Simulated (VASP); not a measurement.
# Ge (C2/c) in VASP: notebook

Ge is run at these levels: PBE; tasks: single point, relaxation of cell and atoms.

Program: VASP 6.6.1. These are calculated values, not measurements. Logs are shortened: lines on timing, memory, paths and dates and some standing lists are left out, and cuts for length are marked.

## 1. The cell of the first run

The structure is monoclinic, space group C2/c (No. 15). Conventional cell: a = 5.482 Å, b = 5.693 Å, c = 6.297 Å, α = 90.00°, β = 99.08°, γ = 90.00°. Ge (site symmetry 1) has 4 Ge at 2.10 to 2.51 Å within 2.8 Å. Ge (site symmetry -1) has 6 Ge at 2.42 to 2.51 Å within 3.2 Å.

## 2. Single point, PBE

File INCAR:

```
ALGO = Normal
EDIFF = 1E-6
ENCUT = 520
GGA = PE
ISIF = 2
ISMEAR = 0
LASPH = T
LCHARG = T
LELF = T
LREAL = F
LVHAR = T
LWAVE = F
NBANDS = 51
NELM = 100
PREC = Accurate
SIGMA = 0.1
```

File KPOINTS:

```
k-points
0
Gamma
  4 4 4
```

File POSCAR:

```
Ge
1.0
    2.7410856100     -2.8462686200      0.0000000000
    2.7410856100      2.8462686200      0.0000000000
   -0.9939682600      0.0000000000      6.2181468900
Ge
6
Direct
    0.1584272600      0.4526645600      0.3780588900
    0.5473354400      0.8415727400      0.1219411100
    0.8415727400      0.5473354400      0.6219411100
    0.4526645600      0.1584272600      0.8780588900
    0.0000000000      0.5000000000      0.0000000000
    0.5000000000      0.0000000000      0.5000000000
```

Potentials or basis: VASP PAW PBE potentials, release 64 (Ge_d).

Launch:

```
$ cat potpaw_PBE.64/Ge_d/POTCAR > POTCAR
$ mpirun -np 1 vasp_std > vasp.out
```

OUTCAR:

```text
EDIFF = 1E-6
   ENCUT = 520
   GGA = PE
   ISIF = 2
   ISMEAR = 0
   LASPH = T
   LREAL = F
   NELM = 100
   PREC = Accurate

 ion  position               nearest neighbor table
   1  0.158  0.453  0.378-   3 2.10   6 2.42   5 2.42   6 2.51   2 2.87
   2  0.547  0.842  0.122-   4 2.10   5 2.42   6 2.42   5 2.51   1 2.87
   3  0.842  0.547  0.622-   1 2.10   6 2.42   5 2.42   6 2.51   4 2.87
   4  0.453  0.158  0.878-   2 2.10   5 2.42   6 2.42   5 2.51   3 2.87
   5  0.000  0.500  0.000-   2 2.42   4 2.42   3 2.42   1 2.42   2 2.51   4 2.51
   6  0.500  0.000  0.500-   1 2.42   3 2.42   2 2.42   4 2.42   3 2.51   1 2.51

  LATTYP: Found a base centered monoclinic cell.
 ALAT       =     5.4821712200
 B/A-ratio  =     1.0383727563
 C/A-ratio  =     1.1486486381
 COS(beta)  =    -0.1578456868

  Lattice vectors:

 A1 = (   2.7410856100,  -2.8462686200,   0.0000000000)
 A2 = (   2.7410856100,   2.8462686200,   0.0000000000)
 A3 = (  -0.9939682600,   0.0000000000,   6.2181468900)

Analysis of symmetry for initial positions (statically):
=====================================================================
 Subroutine PRICEL returns:
 Original cell was already a primitive cell.

 Routine SETGRP: Setting up the symmetry group for a
 base centered monoclinic supercell.

 Subroutine GETGRP returns: Found  4 space group operations
 (whereof  2 operations were pure point group operations)
 out of a pool of  4 trial point group operations.

The static configuration has the point symmetry S_2 .
 The point group associated with its full space group is C_2h.

Analysis of symmetry for dynamics (positions and initial velocities):
=====================================================================
 Subroutine PRICEL returns:
 Original cell was already a primitive cell.

 Routine SETGRP: Setting up the symmetry group for a
 base centered monoclinic supercell.

 Subroutine GETGRP returns: Found  4 space group operations
 (whereof  2 operations were pure point group operations)
 out of a pool of  4 trial point group operations.

The dynamic configuration has the point symmetry S_2 .
 The point group associated with its full space group is C_2h.

 Subroutine INISYM returns: Found  4 space group operations
 (whereof  2 operations are pure point group operations),
 and found     1 'primitive' translations

[... 103 lines left out ...]
   EDIFFG = 0.1E-04   stopping-criterion for IOM
   NSW    =      0    number of steps for IOM
   IBRION =     -1    ionic relax: 0-MD 1-quasi-New 2-CG
   NFREE  =      0    steps in history (QN), initial steepest desc. (CG)
   ISIF   =      2    stress and relaxation
   ISYM   =      2    0-nonsym 1-usesym 2-fastsym
   POTIM  = 0.5000    time-step for ionic-motion
   TEBEG  =    0.0;   TEEND  =   0.0 temperature during run
   PSTRESS=    0.0 pullay stress
   NELECT =      84.0000    total number of electrons
   NUPDOWN=      -1.0000    fix difference up-down
   EMIN   =  10.00;   EMAX   =-10.00  energy-range for DOS
   EFERMI =   0.00;   METHOD = LEGACY
   ISMEAR =     0;   SIGMA  =   0.10  broadening in eV -4-tet -1-fermi 0-gaus
   EFERMI_NEDOS =   21; number of points for ismear=-14 and -15
   IALGO  =     38    algorithm
   IMIX   =      4    mixing-type and parameters
     AMIX     =   0.40;   BMIX     =  1.00
     AMIX_MAG =   1.60;   BMIX_MAG =  1.00
  volume/ion in A,a.u.               =      16.17       109.13
  Fermi-wavevector in a.u.,A,eV,Ry     =   1.560288  2.948517 33.123366  2.434499
  Thomas-Fermi vector in A             =   2.663522
   LORBIT       =      0    0 simple, 1 ext, 2 COOP (PROOUT), +10 PAW based schemes
   GGA     = PE    functional components
   LHFCALC =     F    Hartree Fock is set to
   AEXX    =    0.0000 exact exchange contribution
   IVDW    =     0    specifies the selected vdW correction
   LEPSILON=     F    determine dielectric tensor
   LRPA    =     F    only Hartree local field effects (RPA)
 non-spin polarized calculation
 Gauss-broadening in eV      SIGMA  =   0.10
  energy-cutoff  :      520.00
  volume of cell :       97.03
 maximum number of plane-waves:      2623
 NGX is ok and might be reduce to    30
   NGX = 15   NGY = 15   NGZ = 23

 number of electron      84.0000038 magnetization

 Free energy of the ion-electron system (eV)
  ---------------------------------------------------
  ext. energy  EPLUGINS =         0.00000000
  ---------------------------------------------------
  free energy    TOTEN  =       -21.12392353 eV

  energy without entropy =      -21.11252356  energy(sigma->0) =      -21.11822354

 E-fermi :   8.6227     XC(G=0): -11.8746

 val. band max:        8.6043564588   @ k =   0.2500   0.0000   0.2500
 cond. band min:       8.6988830220   @ k =  -0.2500   0.0000   0.2500
 fundamental gap:      0.0945265632
 Fermi energy:         8.6227232547

 k-point     1 :       0.0000    0.0000    0.0000
  band No.  band energies     occupation
      1     -16.9095      2.00000
      2     -16.9066      2.00000
      3     -16.6919      2.00000
      4     -16.6805      2.00000
      5     -16.6401      2.00000
      6     -16.6328      2.00000
[... 1285 lines left out ...]
     50      16.7654      0.00000
     51      17.7758      0.00000

------------------------ aborting loop because EDIFF is reached ----------------------------------------

  FORCE on cell =-STRESS in cart. coord.  units (eV):
  Direction    XX          YY          ZZ          XY          YZ          ZX
  --------------------------------------------------------------------------------------
  -------------------------------------------------------------------------------------
  Total       18.9182383     22.8342342     29.8475661      0.0000000      0.0000000     -7.2712577
  in kB      312.3933760    377.0574941    492.8673476      0.0000000      0.0000000   -120.0689358
  external PRESSURE =     394.1060726 kB  Pullay stress =       0.0000000 kB

 VOLUME and BASIS-vectors are now :
 -----------------------------------------------------------------------------
  energy-cutoff  :      520.00
  volume of cell :       97.03
      direct lattice vectors                 reciprocal lattice vectors
     2.741085610 -2.846268620  0.000000000     0.182409480 -0.175668592  0.029158081
     2.741085610  2.846268620  0.000000000     0.182409480  0.175668592  0.029158081
    -0.993968260  0.000000000  6.218146890     0.000000000  0.000000000  0.160819617

 POSITION                                       TOTAL-FORCE (eV/Angst)
 -----------------------------------------------------------------------------------
      1.29928      0.83748      2.35083         0.906014     -2.547125     -2.738373
      3.68591      0.83748      0.75825        -0.906014     -2.547125      2.738373
      3.18893     -0.83748      3.86732        -0.906014      2.547125      2.738373
      0.80229     -0.83748      5.45990         0.906014      2.547125     -2.738373
      1.37054      1.42313      0.00000        -0.000000     -0.000000      0.000000
      0.87356     -1.42313      3.10907         0.000000     -0.000000      0.000000
 -----------------------------------------------------------------------------------
    total drift:                                0.000000      0.000000      0.000000

  FREE ENERGIE OF THE ION-ELECTRON SYSTEM (eV)
  ---------------------------------------------------
  free  energy   TOTEN  =       -21.1239235289 eV

  energy  without entropy=      -21.1125235596  energy(sigma->0) =      -21.11822354
```

It took 53 s on 1 thread of AMD EPYC 9R45 (Zen 5), shared host; peak memory 0.21 GiB.

What came out:

- Free energy: -21.1239 eV
- Pressure: 39.4 GPa
- Largest force: 3.848 eV/Å
- Band gap on the k mesh: zero (band 42 reaches 9.28 eV, above the bottom of band 43 at 7.54 eV)

Forces on the atoms (eV/Å):
```
Ge   0.906 -2.547 -2.738
Ge  -0.906 -2.547  2.738
Ge  -0.906  2.547  2.738
Ge   0.906  2.547 -2.738
Ge   0.000  0.000  0.000
Ge   0.000  0.000  0.000
```

Stress tensor (GPa, compression positive):
```
 31.24   0.00 -12.01
  0.00  37.71   0.00
-12.01   0.00  49.29
```

Caveat: the k points lie up to 0.40 Å⁻¹ apart; forces of over 1 eV/Å act on the atoms, so gaps and moduli don't describe the material at rest.

## 3. Single point, PBE

This run uses another cell than the first one, of 20.66 Å³/atom, 1.278 times its volume.

File INCAR:

```
PREC = Accurate
ENCUT = 520
EDIFF = 1E-7
ISMEAR = 0
SIGMA = 0.1
LREAL = False
LASPH = True
NELM = 80
ALGO = Normal
ISIF = 2
LWAVE = False
LCHARG = False
GGA = PE
NBANDS = 51
```

File KPOINTS:

```
Automatic mesh
0
Gamma
  4 4 4
```

File POSCAR:

```
Ge
1.0
    2.8860653971     -3.0824677126     -0.3960842902
    2.8860653971      3.0824677126     -0.3960842902
   -1.9450569799      0.0000000000      7.2356223218
Ge
6
Direct
    0.1081662905      0.3830995039      0.3544414083
    0.6169004961      0.8918337095      0.1455585917
    0.8918337095      0.6169004961      0.6455585917
    0.3830995039      0.1081662905      0.8544414083
    0.0000000000      0.5000000000      0.0000000000
    0.5000000000      0.0000000000      0.5000000000
```

Potentials or basis: VASP PAW PBE potentials, release 64 (Ge_d).

Launch:

```
$ cat potpaw_PBE.64/Ge_d/POTCAR > POTCAR
$ mpirun -np 1 vasp_std > vasp.out
```

It took 84 s on 1 thread of AMD EPYC 9R45 (Zen 5), shared host; peak memory 0.24 GiB.

Results (log left out):

```yaml
Free_energy: -25.5747 eV
Pressure: -0.1 GPa
Largest_force: 0.027 eV/Å
Band_gap_on_the_k_mesh: zero (band 42 reaches 6.31 eV, above the bottom of band 43 at 5.32 eV)
```

Forces on the atoms (eV/Å):
```
Ge   0.023  0.002  0.013
Ge  -0.023  0.002 -0.013
Ge  -0.023 -0.002 -0.013
Ge   0.023 -0.002  0.013
Ge   0.000  0.000  0.000
Ge   0.000  0.000  0.000
```

Stress tensor (GPa, compression positive):
```
-0.37  0.00 -0.06
 0.00 -0.08  0.00
-0.06  0.00  0.10
```

Levels at points of the mesh, in eV from the Fermi level:
| k point | band 40 | band 41 | band 42 | band 43 | band 44 | band 45 |
| --- | --- | --- | --- | --- | --- | --- |
| (0.00, 0.00, 0.00) | -1.47 | -1.25 | 0.61 | 0.67 | 1.54 | 2.07 |
| (0.50, 0.00, 0.00) | -1.11 | -1.09 | -0.31 | 0.18 | 0.55 | 0.71 |
| (0.50, 0.50, 0.00) | -2.82 | -0.86 | -0.77 | -0.36 | 0.12 | 3.02 |
| (0.00, 0.00, 0.50) | -2.07 | -1.17 | -1.17 | 0.43 | 0.43 | 1.78 |
| (0.50, 0.00, 0.50) | -1.53 | -1.08 | -0.88 | -0.38 | 0.65 | 1.28 |
| (0.50, 0.50, 0.50) | -3.60 | -2.05 | -2.05 | 0.28 | 0.28 | 4.34 |

Caveat: the k points lie up to 0.39 Å⁻¹ apart.

## 4. Relaxation of cell and atoms, PBE

File INCAR:

```
ALGO = Normal ; EDIFF = 1E-6
EDIFFG = -0.04 ; ENCUT = 600
GGA = PE ; IBRION = 2
ISIF = 3 ; ISMEAR = 0
LASPH = T ; LCHARG = F
LREAL = F ; LWAVE = F
NELM = 60 ; NSW = 90
PREC = Accurate ; SIGMA = 0.1
```

File KPOINTS:

```
k-points
0
Gamma
  4 4 4
```

File POSCAR:

```
Ge
1.0
    2.7410856100     -2.8462686200      0.0000000000
    2.7410856100      2.8462686200      0.0000000000
   -0.9939682600      0.0000000000      6.2181468900
Ge
6
Direct
    0.1584272600      0.4526645600      0.3780588900
    0.5473354400      0.8415727400      0.1219411100
    0.8415727400      0.5473354400      0.6219411100
    0.4526645600      0.1584272600      0.8780588900
    0.0000000000      0.5000000000      0.0000000000
    0.5000000000      0.0000000000      0.5000000000
```

Launch:

```
$ cat potpaw_PBE.64/Ge_d/POTCAR > POTCAR
$ mpirun -np 1 vasp_std > vasp.out
```

It took 27 min on 1 thread of AMD EPYC 9R45 (Zen 5), shared host; peak memory 0.25 GiB.

The run converged. Its results:

| Quantity | Value |
| --- | --- |
| Free energy | -25.5534 eV |
| Relaxed volume | 20.56 Å³/atom |
| Relaxed cell | a = 4.229 Å, b = 4.229 Å, c = 7.497 Å, α = 105.45°, β = 105.45°, γ = 93.27° |
| Space group after relaxing (to 0.05 Å) | C2/c (No. 15) |
| Energy gained by relaxing | 738.2 meV/atom |
| Ionic steps | 33 |
| Pressure after relaxing | 0.0 GPa |
| Largest force after relaxing | 0.024 eV/Å |
| Band gap on the k mesh | zero (band 42 reaches 6.30 eV, above the bottom of band 43 at 5.36 eV) |

Forces in eV/Å, atoms in the order of the input:
```
Ge  -0.020 -0.003  0.013
Ge   0.020 -0.003 -0.013
Ge   0.020  0.003 -0.013
Ge  -0.020  0.003  0.013
Ge   0.000  0.000  0.000
Ge   0.000  0.000  0.000
```

Stress tensor (GPa, compression positive):
```
-0.02  0.00  0.11
 0.00 -0.02  0.00
 0.11  0.00 -0.05
```

Step by step:
| step | energy change (eV) | largest force (eV/Å) | pressure (GPa) | volume (Å³) |
| --- | --- | --- | --- | --- |
| 1 | 0.0000 | 3.8468 | 39.39 | 97.03 |
| 2 | -2.7862 | 0.3367 | -7.63 | 163.62 |
| 3 | -3.8435 | 0.4444 | 0.40 | 130.28 |
| 4 | -3.8426 | 0.4485 | 0.06 | 131.01 |
| 5 | -3.8808 | 0.4045 | -0.50 | 131.73 |
| 6 | -3.9687 | 0.1635 | -1.19 | 133.88 |
| 7 | -3.8859 | 0.6231 | -1.69 | 138.11 |
| 8 | -3.9865 | 0.1010 | -1.56 | 135.07 |
| 9 | -4.0075 | 0.1571 | -1.29 | 134.62 |
| 10 | -4.0458 | 0.3665 | -0.67 | 133.22 |
| 11 | -3.9960 | 0.8644 | 0.92 | 130.26 |
| 12 | -4.0488 | 0.4707 | -0.33 | 132.62 |
| 13 | -4.0879 | 0.4282 | -0.61 | 132.03 |
| 14 | -4.1641 | 0.3823 | -0.28 | 130.15 |
| 15 | -4.1061 | 0.6019 | 0.82 | 125.91 |
| 16 | -4.1754 | 0.4278 | -0.13 | 128.99 |
| 17 | -4.2117 | 0.3526 | -0.28 | 128.39 |
| 18 | -4.2595 | 0.1652 | -0.04 | 126.55 |
| 19 | -4.2761 | 0.2027 | -0.13 | 126.12 |
| 20 | -4.3075 | 0.3222 | -0.14 | 124.78 |
| 21 | -4.2152 | 0.4385 | 1.34 | 121.92 |
| 22 | -4.3058 | 0.3548 | 0.02 | 124.39 |
| 23 | -4.3138 | 0.3522 | 0.11 | 124.22 |
| 24 | -4.3359 | 0.3506 | 0.14 | 123.70 |
| 25 | -4.3575 | 0.2862 | 0.45 | 122.64 |
| 26 | -4.3897 | 0.2252 | 0.30 | 122.72 |
| 27 | -4.4081 | 0.2144 | 0.19 | 122.82 |
| 28 | -4.4183 | 0.1663 | 0.12 | 123.02 |
| 29 | -4.4259 | 0.0920 | -0.06 | 123.36 |
| 30 | -4.4259 | 0.0881 | -0.18 | 123.39 |
| 31 | -4.4278 | 0.0586 | 0.16 | 123.15 |
| 32 | -4.4284 | 0.0356 | 0.27 | 122.96 |
| 33 | -4.4289 | 0.0242 | -0.03 | 123.36 |

Final structure:
```yaml
crystal:
  lattice:
    - [2.87683, -3.07419, -0.39359]
    - [2.87683, 3.07419, -0.39359]
    - [-1.94522, 0.00000, 7.24052]
  atoms:
    - { symbol: Ge, position: [0.10930, 0.38538, 0.35444] }
    - { symbol: Ge, position: [0.61462, 0.89070, 0.14556] }
    - { symbol: Ge, position: [0.89070, 0.61462, 0.64556] }
    - { symbol: Ge, position: [0.38538, 0.10930, 0.85444] }
    - { symbol: Ge, position: [0.00000, 0.50000, 0.00000] }
    - { symbol: Ge, position: [0.50000, 0.00000, 0.50000] }
```

Levels at points of the mesh, in eV from the Fermi level:
```tsv
k point	band 38	band 39	band 40	band 41	band 42	band 43	band 44	band 45	band 46	band 47
(0.00, 0.00, 0.00)	-3.11	-2.05	-1.46	-1.22	0.57	0.65	1.55	2.10	2.47	2.57
(0.50, 0.00, 0.00)	-2.19	-1.54	-1.12	-1.10	-0.27	0.19	0.59	0.69	1.53	2.50
(0.50, 0.50, 0.00)	-4.79	-3.78	-2.82	-0.87	-0.80	-0.34	0.10	3.01	3.78	4.29
(0.00, 0.00, 0.50)	-2.81	-2.07	-2.07	-1.14	-1.14	0.44	0.44	1.81	1.81	4.27
(0.50, 0.00, 0.50)	-2.20	-1.93	-1.51	-1.04	-0.87	-0.37	0.66	1.29	2.91	3.14
(0.50, 0.50, 0.50)	-4.22	-3.61	-3.61	-2.07	-2.07	0.28	0.28	4.35	4.35	4.72
```

Caveat: the k points lie up to 0.39 Å⁻¹ apart in the final cell; the volume moved by over 15 % at a fixed basis, so the end points are rough.

## 5. Overview

```csv
task,cell,cutoff (eV),gap on the mesh (eV),pressure (GPa),largest force (eV/Å)
single point,"a = 3.952, b = 3.952, c = 6.297 Å, angles 96.3, 96.3, 92.2°, 6 atoms",520,none,39.4,3.85
single point,"a = 4.241, b = 4.241, c = 7.492 Å, angles 105.5, 105.5, 93.2°, 6 atoms",520,none,-0.1,0.03
relaxation of cell and atoms,"relaxed from a = 3.952, b = 3.952, c = 6.297 Å, angles 96.3, 96.3, 92.2°, 6 atoms",600,none,0.0,0.02
```

Alike in all rows: level PBE; potentials or basis VASP PAW PBE potentials, release 64 (Ge_d); no spin polarisation; k mesh 4 × 4 × 4; smearing gaussian 0.1 eV.

Caveats: all runs use coarse meshes; forces of over 1 eV/Å act on the atoms, so gaps and moduli don't describe the material at rest (some runs); the volume moved by over 15 % at a fixed basis, so the end points are rough (some runs).

Absolute energies hang on the potentials; compare differences alone.
